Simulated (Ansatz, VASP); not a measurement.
**SiO2: VASP beside Ansatz**

Contents of INCAR:

```
SYSTEM = SiO2
ALGO = Normal
EDIFF = 1E-6
ENCUT = 520
GGA = CA
ISIF = 2
ISMEAR = 0
LASPH = .True.
LCHARG = .False.
LREAL = .False.
LWAVE = .False.
NBANDS = 34
NELM = 100
PREC = Accurate
SIGMA = 0.05
```

Contents of KPOINTS:

```
k-points
0
Gamma
  6 6 4
  0 0 0
```

POSCAR

```
SiO2
1.0
    4.9631179144      0.0000000000      0.0000000000
   -2.4815589572      4.2981861959      0.0000000000
    0.0000000000      0.0000000000      5.6077278186
Si O
3 6
Direct
    0.0000000000      0.5000000000      0.3333333333
    0.5000000000      0.5000000000      0.6666666667
    0.5000000000      0.0000000000      0.0000000000
    0.5843949021      0.7921974511      0.8333333333
    0.7921974511      0.5843949021      0.5000000000
    0.7921974511      0.2078025489      0.1666666667
    0.4156050979      0.2078025489      0.8333333333
    0.2078025489      0.4156050979      0.5000000000
    0.2078025489      0.7921974511      0.1666666667
```

Input for Ansatz:

```yaml
crystal:
  lattice:
    - [4.9631179144, 0.0, 0.0]
    - [-2.4815589572, 4.2981861959, 0.0]
    - [0.0, 0.0, 5.6077278186]
  atoms:
    - { symbol: Si, position: [0.0, 0.5, 0.3333333333] }
    - { symbol: Si, position: [0.5, 0.5, 0.6666666667] }
    - { symbol: Si, position: [0.5, 0.0, 0.0] }
    - { symbol: O, position: [0.5843949021, 0.7921974511, 0.8333333333] }
    - { symbol: O, position: [0.7921974511, 0.5843949021, 0.5] }
    - { symbol: O, position: [0.7921974511, 0.2078025489, 0.1666666667] }
    - { symbol: O, position: [0.4156050979, 0.2078025489, 0.8333333333] }
    - { symbol: O, position: [0.2078025489, 0.4156050979, 0.5] }
    - { symbol: O, position: [0.2078025489, 0.7921974511, 0.1666666667] }
basis:
  ecutwfc: 420
kpoints:
  mp_grid: { grid: [6, 6, 4] }
hamiltonian:
  xc: lda
scf:
  occupations: { method: gaussian, width: 0.05 }
output:
  forces: true
  stress: true
  eigenvalues: true
```

Change from the starting cell: strain -0.015 along x and y, +0.015 along z, atoms carried along.

Alike in both runs: task single point; functional LDA; k mesh 6 × 6 × 4; occupations gaussian, width 0.05 eV; no spin polarisation.

```csv
,VASP,Ansatz
version,VASP 6.6.1,Ansatz 0.2.0
potentials or method,"VASP PAW LDA potentials, release 64 (Si, O), cutoff 520 eV","scalar-relativistic, plane waves, PAW"
valence electrons in the cell,48,48
```

VASP gave:

```
gap on the k mesh at the Fermi level (eV)                     : 5.52
least direct gap on the mesh (eV)                             : 5.66
pressure (GPa)                                                : 3.5
traceless stress, the component that is largest in VASP (GPa) : -1.30
rms of the force components (eV/Å)                            : 0.079
```

Q: Which values does Ansatz return?

A: gap on the k mesh at the Fermi level (eV): 5.52; least direct gap on the mesh (eV): 5.66; pressure (GPa): 2.9; traceless stress, the component that is largest in VASP (GPa): -1.37; rms of the force components (eV/Å): 0.075.

LDA's correlation is that of Perdew and Zunger in VASP and of Perdew and Wang (1992) in Ansatz. Atom by atom the forces differ by 0.004 eV/Å (rms over components).
